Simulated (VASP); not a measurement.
Crystal: Rh.

```xyz
1
Lattice="0.0000 1.8979 1.8979 1.8979 0.0000 1.8979 1.8979 1.8979 0.0000" Properties=species:S:1:pos:R:3 pbc="T T T"
Rh    0.0000    0.0000    0.0000
```

Program: VASP 6.6.1. Alike in all runs: task single point; level PBE; potentials or basis VASP PAW PBE potentials, release 64 (Rh_pv); no spin polarisation; cell as given; cutoff (eV) 500; smearing methfessel-paxton 0.01 eV.

**Question.** Order these runs on this cell by their pressure, lowest first.
A. k mesh 9 × 9 × 9
B. k mesh 4 × 4 × 4
C. k mesh 5 × 5 × 5

**Answer.** B (0.4 GPa), A (7.5 GPa), C (10.2 GPa).

Caveats: some runs use coarse meshes.
